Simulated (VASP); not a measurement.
# FeGe (P1) in VASP: further runs

The runs below take FeGe through single point, with r2SCAN.

Everything below comes from runs of VASP 6.6.1. Logs are shortened: lines on timing, memory, paths and dates and some standing lists are left out, and cuts for length are marked.

## (1) The cell of the first run

The typed cell holds 2 atoms: a = 3.016 Å, b = 3.016 Å, c = 3.016 Å, α = 90.00°, β = 90.00°, γ = 90.00°.

## (2) Single point, r2SCAN, collinear spin, ferromagnetic start

The input, POSCAR:

```
FeGe
1.0
    3.0161744220      0.0000000000      0.0000000000
    0.0000000000      3.0161744220      0.0000000000
    0.0000000000      0.0000000000      3.0161744220
Fe Ge
1 1
Direct
    0.0000000000      0.0000000000      0.0000000000
    0.4633440200      0.4507515000      0.4535288900
```

The input, INCAR.step1:

```
SYSTEM = FeGe
PREC = Accurate
ENCUT = 520
ISMEAR = 0
SIGMA = 0.05
LREAL = .FALSE.
LASPH = .TRUE.
NELM = 150
ISPIN = 2
MAGMOM = 2 0
LMAXMIX = 4
NBANDS = 22
GGA = PE
ALGO = Normal
EDIFF = 1E-4
LWAVE = .TRUE.
LCHARG = .FALSE.
```

The input, INCAR.step2:

```
SYSTEM = FeGe
PREC = Accurate
ENCUT = 520
EDIFF = 1E-7
ISMEAR = 0
SIGMA = 0.05
LREAL = .FALSE.
LASPH = .TRUE.
NELM = 150
ALGO = Normal
ISIF = 2
LWAVE = .FALSE.
LCHARG = .FALSE.
ISPIN = 2
MAGMOM = 2 0
LORBIT = 11
LMAXMIX = 4
METAGGA = R2SCAN
LMIXTAU = .TRUE.
NBANDS = 22
ISTART = 1
```

The input, KPOINTS:

```
regular mesh
0
G
  3 3 3
  0 0 0
```

Potentials or basis: VASP PAW PBE potentials, release 64 (Fe, Ge_d).

On the command line:

```bash
$ cat potpaw_PBE.64/Fe/POTCAR potpaw_PBE.64/Ge_d/POTCAR > POTCAR
$ cp INCAR.step1 INCAR
$ mpirun -np 1 vasp_std > vasp.out
$ cp INCAR.step2 INCAR
$ mpirun -np 1 vasp_std > vasp.out
```

OUTCAR:

```text
SYSTEM = FeGe
   PREC = Accurate
   ENCUT = 520
   EDIFF = 1E-7
   ISMEAR = 0
   LREAL = .FALSE.
   LASPH = .TRUE.
   NELM = 150
   ISIF = 2
   ISPIN = 2
   LORBIT = 11
   METAGGA = R2SCAN
   ISTART = 1

 ion  position               nearest neighbor table
   1  0.000  0.000  0.000-   2 2.38   2 2.52   2 2.55   2 2.56   2 2.68   2 2.69   2 2.72   2 2.84

   2  0.463  0.451  0.454-   1 2.38   1 2.52   1 2.55   1 2.56   1 2.68   1 2.69   1 2.72   1 2.84

  LATTYP: Found a simple cubic cell.
 ALAT       =     3.0161744220

  Lattice vectors:

 A1 = (   3.0161744220,   0.0000000000,   0.0000000000)
 A2 = (   0.0000000000,   3.0161744220,   0.0000000000)
 A3 = (   0.0000000000,   0.0000000000,   3.0161744220)

Analysis of symmetry for initial positions (statically):
=====================================================================
 Subroutine PRICEL returns:
 Original cell was already a primitive cell.

 Routine SETGRP: Setting up the symmetry group for a
 simple cubic supercell.

 Subroutine GETGRP returns: Found  1 space group operations
 (whereof  1 operations were pure point group operations)
 out of a pool of 48 trial point group operations.

The static configuration has the point symmetry C_1 .

Analysis of symmetry for dynamics (positions and initial velocities):
=====================================================================
 Subroutine PRICEL returns:
 Original cell was already a primitive cell.

 Routine SETGRP: Setting up the symmetry group for a
 simple cubic supercell.

 Subroutine GETGRP returns: Found  1 space group operations
 (whereof  1 operations were pure point group operations)
 out of a pool of 48 trial point group operations.

The dynamic configuration has the point symmetry C_1 .

Analysis of structural, dynamic, and magnetic symmetry:
=====================================================================
 Subroutine PRICEL returns:
 Original cell was already a primitive cell.

 Routine SETGRP: Setting up the symmetry group for a
 simple cubic supercell.

 Subroutine GETGRP returns: Found  1 space group operations
 (whereof  1 operations were pure point group operations)
 out of a pool of 48 trial point group operations.

The overall configuration has the point symmetry C_1 .

 Subroutine INISYM returns: Found  1 space group operations
 (whereof  1 operations are pure point group operations),
 and found     1 'primitive' translations

[... 104 lines left out ...]
  volume/ion in A,a.u.               =      13.72        92.58
  Fermi-wavevector in a.u.,A,eV,Ry     =   1.520872  2.874031 31.470970  2.313051
  Thomas-Fermi vector in A             =   2.629664
   LORBIT       =     11    0 simple, 1 ext, 2 COOP (PROOUT), +10 PAW based schemes
   METAGGA = R2SCAN    functional components
   LHFCALC =     F    Hartree Fock is set to
   AEXX    =    0.0000 exact exchange contribution
   IVDW    =     0    specifies the selected vdW correction
   LEPSILON=     F    determine dielectric tensor
   LRPA    =     F    only Hartree local field effects (RPA)
 spin polarized calculation
 Gauss-broadening in eV      SIGMA  =   0.05
  energy-cutoff  :      520.00
  volume of cell :       27.44
 maximum number of plane-waves:       748
 NGX is ok and might be reduce to    24
   NGX = 11   NGY = 11   NGZ = 11

 number of electron      22.0000003 magnetization      -0.0000000

 number of electron      22.0000003 magnetization       0.0000000

 Free energy of the ion-electron system (eV)
  ---------------------------------------------------
  ext. energy  EPLUGINS =         0.00000000
  ---------------------------------------------------
  free energy    TOTEN  =       -27.25395808 eV

  energy without entropy =      -27.25395808  energy(sigma->0) =      -27.25395808

 E-fermi :   7.1505     XC(G=0): -13.8096

 val. band max:        6.8104297871   @ k =   0.3333   0.0000   0.0000
 cond. band min:       7.4410538065   @ k =   0.3333  -0.3333   0.3333
 fundamental gap:      0.6306240194
 Fermi energy:         7.1505450426

 spin component 1

 k-point     1 :       0.0000    0.0000    0.0000
  band No.  band energies     occupation
      1     -18.2877      1.00000
      2     -18.2853      1.00000
      3     -18.2044      1.00000
      4     -18.1939      1.00000
      5     -18.1918      1.00000
      6      -6.1469      1.00000
[... 339 lines left out ...]
     21      31.8978      0.00000
     22      34.7956      0.00000
 Fermi energy:         7.1505450426

 spin component 2

 k-point     1 :       0.0000    0.0000    0.0000
  band No.  band energies     occupation
      1     -18.2877      1.00000
      2     -18.2853      1.00000
      3     -18.2044      1.00000
      4     -18.1939      1.00000
      5     -18.1918      1.00000
      6      -6.1469      1.00000
[... 339 lines left out ...]
     21      31.8978      0.00000
     22      34.7956      0.00000

------------------------ aborting loop because EDIFF is reached ----------------------------------------

  FORCE on cell =-STRESS in cart. coord.  units (eV):
  Direction    XX          YY          ZZ          XY          YZ          ZX
  --------------------------------------------------------------------------------------
  -------------------------------------------------------------------------------------
  Total       -3.6938667     -3.6861948     -3.6885178      0.4683577      0.5794071      0.4451721
  in kB     -215.6862394   -215.2382753   -215.3739172     27.3475809     33.8317951     25.9937656
  external PRESSURE =    -215.4328106 kB  Pullay stress =       0.0000000 kB

 VOLUME and BASIS-vectors are now :
 -----------------------------------------------------------------------------
  energy-cutoff  :      520.00
  volume of cell :       27.44
      direct lattice vectors                 reciprocal lattice vectors
     3.016174422  0.000000000  0.000000000     0.331545813  0.000000000  0.000000000
     0.000000000  3.016174422  0.000000000     0.000000000  0.331545813  0.000000000
     0.000000000  0.000000000  3.016174422     0.000000000  0.000000000  0.331545813

 POSITION                                       TOTAL-FORCE (eV/Angst)
 -----------------------------------------------------------------------------------
      0.00000      0.00000      0.00000        -0.201172     -0.253954     -0.244626
      1.39753      1.35955      1.36792         0.201172      0.253954      0.244626
 -----------------------------------------------------------------------------------
    total drift:                               -0.007033      0.006912      0.005601

  FREE ENERGIE OF THE ION-ELECTRON SYSTEM (eV)
  ---------------------------------------------------
  free  energy   TOTEN  =       -27.2539580830 eV

  energy  without entropy=      -27.2539580830  energy(sigma->0) =      -27.25395808

 total charge

# of ion       s       p       d       tot
------------------------------------------
    1        0.367   0.419   6.413   7.199
    2        1.067   1.160  10.099  12.327
--------------------------------------------------
tot          1.434   1.579  16.512  19.526

 magnetization (x)

# of ion       s       p       d       tot
------------------------------------------
    1        0.000   0.000  -0.000  -0.000
    2        0.000   0.000   0.000   0.000
--------------------------------------------------
tot          0.000   0.000  -0.000  -0.000
```

OUTCAR.step1:

```text
SYSTEM = FeGe
   PREC = Accurate
   ENCUT = 520
   ISMEAR = 0
   LREAL = .FALSE.
   LASPH = .TRUE.
[... 932 lines left out ...]
      0.00000      0.00000      0.00000        -0.254940     -0.316187     -0.303713
      1.39753      1.35955      1.36792         0.254940      0.316187      0.303713
 -----------------------------------------------------------------------------------
    total drift:                                0.000916     -0.000769     -0.001156

  FREE ENERGIE OF THE ION-ELECTRON SYSTEM (eV)
  ---------------------------------------------------
  free  energy   TOTEN  =       -12.5041020610 eV

  energy  without entropy=      -12.5041020610  energy(sigma->0) =      -12.50410206
```

It took 26 s on 1 thread of Intel Xeon 6975P-C (Granite Rapids), shared host; peak memory 0.16 GiB.

Results:

- Free energy: -27.2540 eV
- Pressure: -21.5 GPa
- Largest force: 0.406 eV/Å
- Band gap on the k mesh: 0.63 eV, indirect (least direct gap 0.77 eV)
- Net moment: 0.00 μB per cell
- Valence electrons inside the program's atomic spheres: Fe 7.20; Ge 12.33

Forces on the atoms (eV/Å):
```
Fe  -0.201 -0.254 -0.245
Ge   0.201  0.254  0.245
```

Stress tensor (GPa, compression positive):
```
-21.57   2.73   2.60
  2.73 -21.52   3.38
  2.60   3.38 -21.54
```

Caveat: the k points lie up to 0.69 Å⁻¹ apart; the starting moments collapsed, and a magnetic state may lie lower; the PAW data sets were made with another functional, which shifts forces and pressure a little.

## (3) Single point, r2SCAN, collinear spin, ferromagnetic start

POSCAR is that of step 2.

The input, INCAR.step1:

```
ALGO = Normal ; EDIFF = 1E-4
ENCUT = 520 ; GGA = PE
ISMEAR = 0 ; ISPIN = 2
LASPH = True ; LCHARG = False
LMAXMIX = 4 ; LREAL = False
LWAVE = True ; MAGMOM = 4 0
NBANDS = 22 ; NELM = 150
PREC = Accurate ; SIGMA = 0.05
```

The input, INCAR.step2:

```
ALGO = Normal ; EDIFF = 1E-6
ENCUT = 520 ; ISIF = 2
ISMEAR = 0 ; ISPIN = 2
ISTART = 1 ; LASPH = True
LCHARG = False ; LMAXMIX = 4
LMIXTAU = True ; LORBIT = 11
LREAL = False ; LWAVE = False
MAGMOM = 4 0 ; METAGGA = R2SCAN
NBANDS = 22 ; NELM = 150
PREC = Accurate ; SIGMA = 0.05
```

The input, KPOINTS:

```
k-points
0
Gamma
  3 3 3
```

Potentials or basis: VASP PAW PBE potentials, release 64 (Fe, Ge_d).

On the command line:

```bash
$ cat potpaw_PBE.64/Fe/POTCAR potpaw_PBE.64/Ge_d/POTCAR > POTCAR
$ cp INCAR.step1 INCAR
$ mpirun -np 1 vasp_std > vasp.out
$ cp INCAR.step2 INCAR
$ mpirun -np 1 vasp_std > vasp.out
```

It took 32 s on 1 thread of Intel Xeon 6975P-C (Granite Rapids), shared host; peak memory 0.16 GiB.

The run converged. Its results:

```
Free energy                                           : -27.4586 eV
Pressure                                              : -4.8 GPa
Largest force                                         : 0.944 eV/Å
Net moment                                            : 1.93 μB per cell
Site moments                                          : Fe +1.97; Ge -0.01 μB
Valence electrons inside the program's atomic spheres : Fe 7.13; Ge 12.42
```

Forces in eV/Å, atoms in the order of the input:
```
Fe  -0.461 -0.596 -0.569
Ge   0.461  0.596  0.569
```

Stress tensor (GPa, compression positive):
```
-4.41  2.39  2.29
 2.39 -4.97  3.05
 2.29  3.05 -4.98
```

Levels at points of the mesh, in eV from the Fermi level:
Spin up:
```tsv
k point	band 10	band 11	band 12	band 13	band 14	band 15
(0.00, 0.00, 0.00)	-1.68	-1.67	3.13	3.19	3.23	8.52
```
Spin down:
```tsv
k point	band 8	band 9	band 10	band 11	band 12	band 13
(0.00, 0.00, 0.00)	-1.25	0.16	0.40	0.42	3.28	3.34
```

Caveat: the k points lie up to 0.69 Å⁻¹ apart; the PAW data sets were made with another functional, which shifts forces and pressure a little.

## (4) Single point, r2SCAN, collinear spin, ferromagnetic start

The input, POSCAR:

```
FeGe
1.0
    3.0161729560      0.0000000000      0.0000000000
    0.0000000000      3.0161729560      0.0000000000
    0.0000000000      0.0000000000      3.0161729560
Fe Ge
1 1
Direct
    0.0000000000      0.0000000000      0.0000000000
    0.4633440200      0.4507515000      0.4535288900
```

The input, INCAR.step1:

```
SYSTEM = FeGe
PREC = Accurate ; ENCUT = 520
ISMEAR = 0 ; SIGMA = 0.05
LREAL = .FALSE. ; LASPH = .TRUE.
NELM = 150 ; ISPIN = 2
MAGMOM = 4 0 ; LMAXMIX = 4
NBANDS = 22 ; GGA = PE
ALGO = Normal ; EDIFF = 1E-4
LWAVE = .TRUE. ; LCHARG = .FALSE.
```

The input, INCAR.step2:

```
SYSTEM = FeGe
PREC = Accurate ; ENCUT = 520
EDIFF = 1E-6 ; ISMEAR = 0
SIGMA = 0.05 ; LREAL = .FALSE.
LASPH = .TRUE. ; NELM = 150
ALGO = Normal ; ISIF = 2
LWAVE = .FALSE. ; LCHARG = .FALSE.
ISPIN = 2 ; MAGMOM = 4 0
LORBIT = 11 ; LMAXMIX = 4
METAGGA = R2SCAN ; LMIXTAU = .TRUE.
NBANDS = 22 ; ISTART = 1
```

The input, KPOINTS:

```
regular mesh
0
G
  3 3 3
  0 0 0
```

On the command line:

```bash
$ cat potpaw_PBE.64/Fe/POTCAR potpaw_PBE.64/Ge_d/POTCAR > POTCAR
$ cp INCAR.step1 INCAR
$ mpirun -np 1 vasp_std > vasp.out
$ cp INCAR.step2 INCAR
$ mpirun -np 1 vasp_std > vasp.out
```

Wall time 34 s (1 thread of Intel Xeon 6975P-C (Granite Rapids), shared host); peak memory 0.16 GiB.

Results (log left out):

* Free energy: -27.4586 eV
* Pressure: -4.8 GPa
* Largest force: 0.944 eV/Å
* Net moment: 1.93 μB per cell
* Site moments: Fe +1.97; Ge -0.01 μB
* Valence electrons inside the program's atomic spheres: Fe 7.13; Ge 12.42

Forces on the atoms (eV/Å):
```
Fe  -0.461 -0.596 -0.569
Ge   0.461  0.596  0.569
```

Stress tensor (GPa, compression positive):
```
-4.41  2.39  2.29
 2.39 -4.97  3.05
 2.29  3.05 -4.98
```

Levels at points of the mesh, in eV from the Fermi level:
Spin up:
| k point | band 9 | band 10 | band 11 | band 12 | band 13 | band 14 | band 15 | band 16 |
| --- | --- | --- | --- | --- | --- | --- | --- | --- |
| (0.00, 0.00, 0.00) | -1.72 | -1.68 | -1.67 | 3.13 | 3.19 | 3.23 | 8.52 | 9.11 |
Spin down:
```csv
k point,band 8,band 9,band 10,band 11,band 12,band 13
"(0.00, 0.00, 0.00)",-1.25,0.16,0.40,0.42,3.28,3.34
```

Caveat: the k points lie up to 0.69 Å⁻¹ apart; the PAW data sets were made with another functional, which shifts forces and pressure a little.

## (5) Single point, r2SCAN, collinear spin, ferromagnetic start

POSCAR is that of step 4.

The input, INCAR.step1:

```
  ALGO = Normal
  EDIFF = 1E-4
  ENCUT = 520
  GGA = PE
  ISMEAR = 0
  ISPIN = 2
  LASPH = True
  LCHARG = False
  LMAXMIX = 4
  LREAL = False
  LWAVE = True
  MAGMOM = 2 0
  NBANDS = 22
  NELM = 150
  PREC = Accurate
  SIGMA = 0.05
```

The input, INCAR.step2:

```
  ALGO = Normal
  EDIFF = 1E-6
  ENCUT = 520
  ISIF = 2
  ISMEAR = 0
  ISPIN = 2
  ISTART = 1
  LASPH = True
  LCHARG = True
  LELF = True
  LMAXMIX = 4
  LMIXTAU = True
  LORBIT = 11
  LREAL = False
  LVHAR = True
  LWAVE = False
  MAGMOM = 2 0
  METAGGA = R2SCAN
  NBANDS = 22
  NELM = 150
  PREC = Accurate
  SIGMA = 0.05
```

The input, KPOINTS:

```
k-points
0
Gamma
  3 3 3
```

On the command line:

```bash
$ cat potpaw_PBE.64/Fe/POTCAR potpaw_PBE.64/Ge_d/POTCAR > POTCAR
$ cp INCAR.step1 INCAR
$ mpirun -np 1 vasp_std > vasp.out
$ cp INCAR.step2 INCAR
$ mpirun -np 1 vasp_std > vasp.out
```

Run time: 28 s. Hardware: 1 thread of Intel Xeon 6975P-C (Granite Rapids), shared host; peak memory 0.15 GiB.

Results (log left out):

* Free energy: -27.2540 eV
* Pressure: -21.6 GPa
* Largest force: 0.406 eV/Å
* Band gap on the k mesh: 0.63 eV, indirect (least direct gap 0.77 eV)
* Net moment: 0.00 μB per cell
* Valence electrons inside the program's atomic spheres: Fe 7.20; Ge 12.33

Forces in eV/Å, atoms in the order of the input:
```
Fe  -0.201 -0.254 -0.245
Ge   0.201  0.254  0.245
```

Stress tensor (GPa, compression positive):
```
-21.58   2.73   2.60
  2.73 -21.53   3.38
  2.60   3.38 -21.55
```

Levels at points of the mesh, in eV from the valence-band top:
Spin up:
| k point | band 7 | band 8 | band 9 | band 10 | band 11 | band 12 | band 13 | band 14 | band 15 | band 16 |
| --- | --- | --- | --- | --- | --- | --- | --- | --- | --- | --- |
| (0.00, 0.00, 0.00) | -1.85 | -1.85 | -0.17 | -0.04 | -0.03 | 3.56 | 3.60 | 3.63 | 9.22 | 9.82 |
Spin down:
```csv
k point,band 7,band 8,band 9,band 10,band 11,band 12,band 13,band 14,band 15,band 16
"(0.00, 0.00, 0.00)",-1.85,-1.85,-0.17,-0.04,-0.03,3.56,3.60,3.63,9.22,9.82
```

Caveat: the k points lie up to 0.69 Å⁻¹ apart; the starting moments collapsed, and a magnetic state may lie lower; the PAW data sets were made with another functional, which shifts forces and pressure a little. A k mesh can miss the band edges.
